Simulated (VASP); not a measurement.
A run of VASP 6.6.1 is set up as follows.

INCAR

```
SYSTEM = NiSbO4
PREC = Accurate
ENCUT = 520
EDIFF = 1E-6
ISMEAR = 0
SIGMA = 0.1
LREAL = .False.
LASPH = .True.
NELM = 150
ALGO = Normal
ISIF = 2
LWAVE = .False.
LCHARG = .False.
ISPIN = 2
MAGMOM = 0.76 0 0.5 0.5 0.5 0.5
LORBIT = 11
LMAXMIX = 4
GGA = PE
NBANDS = 32
```

File KPOINTS:

```
regular mesh
0
Gamma
  6 6 6
  0 0 0
```

POSCAR

```
NiSbO4
1.0
    0.0000000000      3.1741099296      3.1741099296
    3.1741099296      0.0000000000      3.1741099296
    3.1741099296      3.1741099296      0.0000000000
Ni Sb O
1 1 4
Direct
    0.7500000000      0.7500000000      0.7500000000
    0.0000000000      0.0000000000      0.0000000000
    0.3740478565      0.3740478565      0.8778564304
    0.8778564304      0.3740478565      0.3740478565
    0.3740478565      0.3740478565      0.3740478565
    0.3740478565      0.8778564304      0.3740478565
```

Potentials or basis: VASP PAW PBE potentials, release 64 (Ni, Sb, O).

The run is started by

```sh
$ cat potpaw_PBE.64/Ni/POTCAR potpaw_PBE.64/Sb/POTCAR potpaw_PBE.64/O/POTCAR > POTCAR
$ mpirun -np 1 vasp_std > vasp.out
```

**Question.** Predict the net moment.

**Answer.** -0.08 μB per cell.

**Question.** Estimate the site moments.

**Answer.** Ni +0.01; Sb +0.00; O -0.02 μB.

**Question.** What does it give for the largest force?

**Answer.** 0.056 eV/Å.

**Question.** What does it give for the pressure?

**Answer.** -1.8 GPa.

Forces in eV/Å, atoms in the order of the input:
```
Ni   0.000  0.000  0.000
Sb   0.000  0.000  0.000
O    0.033  0.033 -0.033
O   -0.033  0.033  0.033
O   -0.033 -0.033 -0.033
O    0.033 -0.033  0.033
```
